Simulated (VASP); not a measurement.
# Pb (Fm-3m) in VASP: a series of runs

Pb is run at these levels: r2SCAN; tasks: single point, relaxation of cell and atoms.

All numbers are computed with VASP 6.6.1; they aren't measurements. Logs are shortened: lines on timing, memory, paths and dates and some standing lists are left out, and cuts for length are marked.

### Step 1. The cell of the first run

It takes space group Fm-3m (No. 225, cubic). Conventional cell: a = 5.006 Å, b = 5.006 Å, c = 5.006 Å, α = 90.00°, β = 90.00°, γ = 90.00°. Within 4.7 Å of Pb (site symmetry m-3m) lie 12 Pb at 3.54 Å.

### Step 2. Single point, r2SCAN

The input, POSCAR:

```
Pb
1.0
    0.0000000000      2.5031166291      2.5031166291
    2.5031166291      0.0000000000      2.5031166291
    2.5031166291      2.5031166291      0.0000000000
Pb
1
Direct
    0.0000000000      0.0000000000      0.0000000000
```

The input, INCAR.step1:

```
ALGO = Normal ; EDIFF = 1E-4
ENCUT = 520 ; GGA = PE
ISMEAR = 0 ; LASPH = T
LCHARG = F ; LREAL = F
LWAVE = T ; NBANDS = 13
NELM = 80 ; PREC = Accurate
SIGMA = 0.1
```

The input, INCAR.step2:

```
ALGO = Normal ; EDIFF = 1E-6
ENCUT = 520 ; ISIF = 2
ISMEAR = 0 ; ISTART = 1
LASPH = T ; LCHARG = F
LMIXTAU = T ; LREAL = F
LWAVE = F ; METAGGA = R2SCAN
NBANDS = 13 ; NELM = 80
PREC = Accurate ; SIGMA = 0.1
```

The input, KPOINTS:

```
k-points
0
Gamma
  12 12 12
```

Potentials or basis: VASP PAW PBE potentials, release 64 (Pb_d).

Run with:

```bash
cat potpaw_PBE.64/Pb_d/POTCAR > POTCAR
cp INCAR.step1 INCAR
mpirun -np 1 vasp_std > vasp.out
cp INCAR.step2 INCAR
mpirun -np 1 vasp_std > vasp.out
```

OUTCAR:

```text
EDIFF = 1E-6
   ENCUT = 520
   ISIF = 2
   ISMEAR = 0
   ISTART = 1
   LASPH = T
   LREAL = F
   METAGGA = R2SCAN
   NELM = 80
   PREC = Accurate

 ion  position               nearest neighbor table
   1  0.000  0.000  0.000-

  LATTYP: Found a face centered cubic cell.
 ALAT       =     5.0062332582

  Lattice vectors:

 A1 = (   0.0000000000,   2.5031166291,   2.5031166291)
 A2 = (   2.5031166291,   0.0000000000,   2.5031166291)
 A3 = (   2.5031166291,   2.5031166291,   0.0000000000)

Analysis of symmetry for initial positions (statically):
=====================================================================
 Subroutine PRICEL returns:
 Original cell was already a primitive cell.

 Routine SETGRP: Setting up the symmetry group for a
 face centered cubic supercell.

 Subroutine GETGRP returns: Found 48 space group operations
 (whereof 48 operations were pure point group operations)
 out of a pool of 48 trial point group operations.

The static configuration has the point symmetry O_h .

Analysis of symmetry for dynamics (positions and initial velocities):
=====================================================================
 Subroutine PRICEL returns:
 Original cell was already a primitive cell.

 Routine SETGRP: Setting up the symmetry group for a
 face centered cubic supercell.

 Subroutine GETGRP returns: Found 48 space group operations
 (whereof 48 operations were pure point group operations)
 out of a pool of 48 trial point group operations.

The dynamic configuration has the point symmetry O_h .

 Subroutine INISYM returns: Found 48 space group operations
 (whereof 48 operations are pure point group operations),
 and found     1 'primitive' translations

----------------------------------------------------------------------------------------

                                     Primitive cell

  volume of cell :      31.3670

  direct lattice vectors                    reciprocal lattice vectors
     0.000000000  2.503116629  2.503116629    -0.199750980  0.199750980  0.199750980
     2.503116629  0.000000000  2.503116629     0.199750980 -0.199750980  0.199750980
     2.503116629  2.503116629  0.000000000     0.199750980  0.199750980 -0.199750980

  length of vectors
     3.539941485  3.539941485  3.539941485     0.345978846  0.345978846  0.345978846

  position of ions in fractional coordinates (direct lattice)
     0.000000000  0.000000000  0.000000000

  ion indices of the primitive-cell ions
   primitive index   ion index
                 1           1

----------------------------------------------------------------------------------------

 KPOINTS: k-points

Automatic generation of k-mesh.
 Grid dimensions read from file:
 generate k-points for:   12   12   12

 Generating k-lattice:

  Cartesian coordinates                     Fractional coordinates (reciprocal lattice)
    -0.016645915  0.016645915  0.016645915     0.083333333  0.000000000  0.000000000
     0.016645915 -0.016645915  0.016645915     0.000000000  0.083333333  0.000000000
     0.016645915  0.016645915 -0.016645915     0.000000000  0.000000000  0.083333333

  Length of vectors
     0.028831571  0.028831571  0.028831571

  Shift w.r.t. Gamma in fractional coordinates (k-lattice)
     0.000000000  0.000000000  0.000000000

 Subroutine IBZKPT returns following result:
 ===========================================

 Found     72 irreducible k-points:

 Following reciprocal coordinates:
            Coordinates               Weight
  0.000000  0.000000  0.000000      1.000000
  0.083333  0.000000  0.000000      8.000000
  0.166667  0.000000  0.000000      8.000000
  0.250000  0.000000  0.000000      8.000000
  0.333333  0.000000  0.000000      8.000000
  0.416667  0.000000  0.000000      8.000000
[... 16 lines left out ...]
  0.500000  0.166667  0.000000     24.000000
 -0.416667  0.166667  0.000000     24.000000
 [... further k-points ...]
   k-points           NKPTS =     72   k-points in BZ     NKDIM =     72   number of bands    NBANDS=     13
   number of dos      NEDOS =    301   number of ions     NIONS =      1
   total plane-waves  NPLWV =  21952
   dimension x,y,z NGX =    28 NGY =   28 NGZ =   28
   dimension x,y,z NGXF=    56 NGYF=   56 NGZF=   56
   ions per type =               1
   NGX,Y,Z   is equivalent  to a cutoff of  13.15, 13.15, 13.15 a.u.
   NGXF,Y,Z  is equivalent  to a cutoff of  26.30, 26.30, 26.30 a.u.
 SYSTEM =  unknown system
   PREC   = accura    normal or accurate (medium, high low for compatibility)
   ISTART =      1    job   : 0-new  1-cont  2-samecut
   ICHARG =      0    charge: 1-file 2-atom 10-const
   ISPIN  =      1    spin polarized calculation?
   LNONCOLLINEAR =      F non collinear calculations
   LSORBIT =      F    spin-orbit coupling
   LASPH  =      T    aspherical Exc in radial PAW
   ENCUT  =  520.0 eV  38.22 Ry    6.18 a.u.   6.58  6.58  6.58*2*pi/ulx,y,z
   NELM   =     80;   NELMIN=  2; NELMDL=  0     # of ELM steps
   EDIFF  = 0.1E-05   stopping-criterion for ELM
   LREAL  =      F    real-space projection
   EDIFFG = 0.1E-04   stopping-criterion for IOM
   NSW    =      0    number of steps for IOM
   IBRION =     -1    ionic relax: 0-MD 1-quasi-New 2-CG
   NFREE  =      0    steps in history (QN), initial steepest desc. (CG)
   ISIF   =      2    stress and relaxation
   ISYM   =      2    0-nonsym 1-usesym 2-fastsym
   POTIM  = 0.5000    time-step for ionic-motion
   TEBEG  =    0.0;   TEEND  =   0.0 temperature during run
   PSTRESS=    0.0 pullay stress
   NELECT =      14.0000    total number of electrons
   NUPDOWN=      -1.0000    fix difference up-down
   EMIN   =  10.00;   EMAX   =-10.00  energy-range for DOS
   EFERMI =   0.00;   METHOD = LEGACY
   ISMEAR =     0;   SIGMA  =   0.10  broadening in eV -4-tet -1-fermi 0-gaus
   EFERMI_NEDOS =   21; number of points for ismear=-14 and -15
   IALGO  =     38    algorithm
   IMIX   =      4    mixing-type and parameters
     AMIX     =   0.40;   BMIX     =  1.00
     AMIX_MAG =   1.60;   BMIX_MAG =  1.00
  volume/ion in A,a.u.               =      31.37       211.68
  Fermi-wavevector in a.u.,A,eV,Ry     =   1.251103  2.364242 21.296640  1.565259
  Thomas-Fermi vector in A             =   2.385066
   LORBIT       =      0    0 simple, 1 ext, 2 COOP (PROOUT), +10 PAW based schemes
   METAGGA = R2SCAN    functional components
   LHFCALC =     F    Hartree Fock is set to
   AEXX    =    0.0000 exact exchange contribution
   IVDW    =     0    specifies the selected vdW correction
   LEPSILON=     F    determine dielectric tensor
   LRPA    =     F    only Hartree local field effects (RPA)
 non-spin polarized calculation
 Gauss-broadening in eV      SIGMA  =   0.10
  energy-cutoff  :      520.00
  volume of cell :       31.37
 maximum number of plane-waves:       872
 NGX is ok and might be reduce to    28
   NGX = 13   NGY = 13   NGZ = 13

 number of electron      14.0000001 magnetization

 Free energy of the ion-electron system (eV)
  ---------------------------------------------------
  ext. energy  EPLUGINS =         0.00000000
  ---------------------------------------------------
  free energy    TOTEN  =       -56.26836245 eV

  energy without entropy =      -56.26239194  energy(sigma->0) =      -56.26537720

 E-fermi :   6.9005     XC(G=0): -10.7389

 val. band max:        6.8938403930   @ k =  -0.2500   0.0833   0.0000
 cond. band min:       6.9608147829   @ k =  -0.4167   0.3333   0.1667
 fundamental gap:      0.0669743899
 Fermi energy:         6.9004813926

 k-point     1 :       0.0000    0.0000    0.0000
  band No.  band energies     occupation
      1     -10.8439      2.00000
      2     -10.8439      2.00000
      3     -10.8439      2.00000
      4     -10.7108      2.00000
      5     -10.7108      2.00000
      6      -5.2102      2.00000
      7      14.3041      0.00000
      8      14.3041      0.00000
      9      14.3041      0.00000
     10      17.2412      0.00000
     11      18.6954      0.00000
     12      19.7054      0.00000
     13      19.7054      0.00000

 k-point     2 :       0.0833    0.0000    0.0000
  band No.  band energies     occupation
      1     -10.8440      2.00000
      2     -10.8343      2.00000
      3     -10.8343      2.00000
      4     -10.7112      2.00000
      5     -10.7112      2.00000
      6      -5.0746      2.00000
      7      12.8049      0.00000
      8      14.1362      0.00000
      9      14.1362      0.00000
     10      16.8879      0.00000
     11      19.3503      0.00000
     12      20.0037      0.00000
     13      20.0037      0.00000

 k-point     3 :       0.1667    0.0000    0.0000
  band No.  band energies     occupation
      1     -10.8456      2.00000
      2     -10.8155      2.00000
      3     -10.8155      2.00000
      4     -10.7048      2.00000
      5     -10.7048      2.00000
      6      -4.6682      2.00000
      7      10.2065      0.00000
      8      13.7304      0.00000
      9      13.7304      0.00000
     10      16.5110      0.00000
     11      20.1452      0.00000
     12      20.4161      0.00000
     13      20.4165      0.00000
[... 305 lines left out ...]
 k-point    23 :       0.5000    0.1667    0.0000
  band No.  band energies     occupation
      1     -10.8749      2.00000
      2     -10.8055      2.00000
      3     -10.7700      2.00000
      4     -10.6473      2.00000
      5     -10.5753      2.00000
      6      -1.4706      2.00000
      7       3.5394      2.00000
      8       9.5567      0.00000
      9      11.2040      0.00000
     10      14.9042      0.00000
     11      19.5720      0.00000
     12      20.4107      0.00000
     13      21.6741      0.00000

 k-point    24 :      -0.4167    0.1667    0.0000
  band No.  band energies     occupation
      1     -10.8620      2.00000
      2     -10.8072      2.00000
      3     -10.7755      2.00000
      4     -10.6292      2.00000
      5     -10.5958      2.00000
      6      -1.3061      2.00000
      7       3.3021      2.00000
      8       9.0989      0.00000
      9      11.6366      0.00000
     10      15.1654      0.00000
     11      19.1699      0.00000
     12      19.9674      0.00000
     13      22.5419      0.00000

 [... further k-points ...]
[... 5 lines left out ...]
  --------------------------------------------------------------------------------------
  -------------------------------------------------------------------------------------
  Total       -0.0112777     -0.0112777     -0.0112777      0.0000000      0.0000000      0.0000000
  in kB       -0.5760452     -0.5760452     -0.5760452      0.0000000      0.0000000      0.0000000
  external PRESSURE =      -0.5760452 kB  Pullay stress =       0.0000000 kB

 VOLUME and BASIS-vectors are now :
 -----------------------------------------------------------------------------
  energy-cutoff  :      520.00
  volume of cell :       31.37
      direct lattice vectors                 reciprocal lattice vectors
     0.000000000  2.503116629  2.503116629    -0.199750980  0.199750980  0.199750980
     2.503116629  0.000000000  2.503116629     0.199750980 -0.199750980  0.199750980
     2.503116629  2.503116629  0.000000000     0.199750980  0.199750980 -0.199750980

 POSITION                                       TOTAL-FORCE (eV/Angst)
 -----------------------------------------------------------------------------------
      0.00000      0.00000      0.00000         0.000000      0.000000      0.000000
 -----------------------------------------------------------------------------------
    total drift:                               -0.000000     -0.000000     -0.000000

  FREE ENERGIE OF THE ION-ELECTRON SYSTEM (eV)
  ---------------------------------------------------
  free  energy   TOTEN  =       -56.2683624533 eV

  energy  without entropy=      -56.2623919435  energy(sigma->0) =      -56.26537720
```

It took 85 s on 1 thread of Intel Xeon 6975P-C, shared host; peak memory 0.18 GiB.

Results:

- Free energy: -56.2684 eV
- Pressure: -0.1 GPa
- Band gap on the k mesh: zero (band 7 reaches 14.30 eV, above the bottom of band 8 at 5.28 eV)

Caveat: the PAW data sets were made with another functional, which shifts forces and pressure a little; spin-orbit coupling is left out, which moves the levels of the heavy elements.

### Step 3. Relaxation of cell and atoms, r2SCAN

This run uses another cell than the first one, of 30.32 Å³/atom, 0.967 times its volume.

The input, POSCAR:

```
Pb
1.0
    0.0000000000      2.4750200000      2.4750200000
    2.4750200000      0.0000000000      2.4750200000
    2.4750200000      2.4750200000      0.0000000000
Pb
1
Direct
    0.0000000000      0.0000000000      0.0000000000
```

The input, INCAR.step1:

```
PREC = Accurate
ENCUT = 600
ISMEAR = 0
SIGMA = 0.1
LREAL = F
LASPH = T
NELM = 100
GGA = PE
ALGO = Normal
EDIFF = 1E-4
LWAVE = T
LCHARG = F
```

The input, INCAR.step2:

```
PREC = Accurate
ENCUT = 600
EDIFF = 1E-6
ISMEAR = 0
SIGMA = 0.1
LREAL = F
LASPH = T
NELM = 100
ALGO = Normal
ISIF = 3
LWAVE = F
LCHARG = F
METAGGA = R2SCAN
LMIXTAU = T
IBRION = 2
NSW = 90
EDIFFG = -0.02
ISTART = 1
```

The input, KPOINTS:

```
Automatic mesh
0
Gamma
  12 12 12
```

Potentials or basis: VASP PAW PBE potentials, release 64 (Pb_d).

Run with:

```bash
cat potpaw_PBE.64/Pb_d/POTCAR > POTCAR
cp INCAR.step1 INCAR
mpirun -np 1 vasp_std > vasp.out
cp INCAR.step2 INCAR
mpirun -np 1 vasp_std > vasp.out
```

OUTCAR:

```text
PREC = Accurate
   ENCUT = 600
   EDIFF = 1E-6
   ISMEAR = 0
   LREAL = F
   LASPH = T
   NELM = 100
   ISIF = 3
   METAGGA = R2SCAN
   IBRION = 2
   NSW = 90
   EDIFFG = -0.02
   ISTART = 1

 ion  position               nearest neighbor table
   1  0.000  0.000  0.000-

  LATTYP: Found a face centered cubic cell.
 ALAT       =     4.9500400000

  Lattice vectors:

 A1 = (   0.0000000000,   2.4750200000,   2.4750200000)
 A2 = (   2.4750200000,   0.0000000000,   2.4750200000)
 A3 = (   2.4750200000,   2.4750200000,   0.0000000000)

Analysis of symmetry for initial positions (statically):
=====================================================================
 Subroutine PRICEL returns:
 Original cell was already a primitive cell.

 Routine SETGRP: Setting up the symmetry group for a
 face centered cubic supercell.

 Subroutine GETGRP returns: Found 48 space group operations
 (whereof 48 operations were pure point group operations)
 out of a pool of 48 trial point group operations.
[... 169 lines left out ...]
  -------------------------------------------------------------------------------------
  Total        0.2939113      0.2939113      0.2939113      0.0000000      0.0000000     -0.0000000
  in kB       15.5296163     15.5296163     15.5296163      0.0000000      0.0000000     -0.0000000
  external PRESSURE =      15.5296163 kB  Pullay stress =       0.0000000 kB
[... 57 lines left out ...]
--------------------------------------- Ionic step        3  -------------------------------------------

 number of electron      14.0000001 magnetization

 Free energy of the ion-electron system (eV)
  ---------------------------------------------------
  ext. energy  EPLUGINS =         0.00000000
  ---------------------------------------------------
  free energy    TOTEN  =       -56.26813501 eV

  energy without entropy =      -56.26216212  energy(sigma->0) =      -56.26514856

 E-fermi :   6.9023     XC(G=0): -10.7401

 val. band max:        6.8958992769   @ k =  -0.2500   0.0833   0.0000
 cond. band min:       6.9625694013   @ k =  -0.4167   0.3333   0.1667
 fundamental gap:      0.0666701244
 Fermi energy:         6.9023150543

 k-point     1 :       0.0000    0.0000    0.0000
  band No.  band energies     occupation
      1     -10.8422      2.00000
      2     -10.8422      2.00000
      3     -10.8422      2.00000
      4     -10.7091      2.00000
      5     -10.7091      2.00000
      6      -5.2097      2.00000
      7      14.3079      0.00000
      8      14.3079      0.00000
      9      14.3079      0.00000
     10      17.2427      0.00000
     11      18.6991      0.00000
[... 309 lines left out ...]
 k-point    24 :      -0.4167    0.1667    0.0000
  band No.  band energies     occupation
      1     -10.8605      2.00000
      2     -10.8056      2.00000
      3     -10.7739      2.00000
      4     -10.6276      2.00000
      5     -10.5941      2.00000
      6      -1.3044      2.00000
      7       3.3032      2.00000
      8       9.1012      0.00000
      9      11.6396      0.00000
     10      15.1676      0.00000
     11      19.1729      0.00000

 [... further k-points ...]
[... 5 lines left out ...]
  --------------------------------------------------------------------------------------
  -------------------------------------------------------------------------------------
  Total        0.0018806      0.0018806      0.0018806      0.0000000      0.0000000      0.0000000
  in kB        0.0960760      0.0960760      0.0960760      0.0000000      0.0000000      0.0000000
  external PRESSURE =       0.0960760 kB  Pullay stress =       0.0000000 kB
[... 16 lines left out ...]
  FREE ENERGIE OF THE ION-ELECTRON SYSTEM (eV)
  ---------------------------------------------------
  free  energy   TOTEN  =       -56.2681350093 eV

  energy  without entropy=      -56.2621621156  energy(sigma->0) =      -56.26514856

 reached required accuracy - stopping structural energy minimisation
```

Wall time 3.4 min (1 thread of Intel Xeon 6975P-C, shared host); peak memory 0.19 GiB.

Results:

```yaml
Free_energy: -56.2681 eV
Relaxed_volume: 31.36 Å³/atom
Relaxed_cell: a = 3.540 Å, b = 3.540 Å, c = 3.540 Å, α = 60.00°, β = 60.00°, γ = 60.00°
Space_group_after_relaxing_to_0.05_Å: Fm-3m (No. 225)
Energy_gained_by_relaxing: 4.9 meV/atom
Ionic_steps: 3
Pressure_after_relaxing: 0.0 GPa
Band_gap_on_the_k_mesh: zero (band 7 reaches 14.31 eV, above the bottom of band 8 at 5.28 eV)
```

The path:
| step | energy change (eV) | largest force (eV/Å) | pressure (GPa) | volume (Å³) |
| --- | --- | --- | --- | --- |
| 1 | 0.0000 | 0.0000 | 1.55 | 30.32 |
| 2 | -0.0046 | 0.0000 | -0.37 | 31.63 |
| 3 | -0.0049 | 0.0000 | 0.01 | 31.36 |

Final structure:
```cif
data_structure
_symmetry_space_group_name_H-M 'P 1'
_symmetry_Int_Tables_number 1
_cell_length_a 3.5397
_cell_length_b 3.5397
_cell_length_c 3.5397
_cell_angle_alpha 60.000
_cell_angle_beta 60.000
_cell_angle_gamma 60.000
_cell_volume 31.36
loop_
_atom_site_label
_atom_site_type_symbol
_atom_site_fract_x
_atom_site_fract_y
_atom_site_fract_z
_atom_site_occupancy
Pb1 Pb 0.00000 0.00000 0.00000 1
```

Caveat: the PAW data sets were made with another functional, which shifts forces and pressure a little; spin-orbit coupling is left out, which moves the levels of the heavy elements.
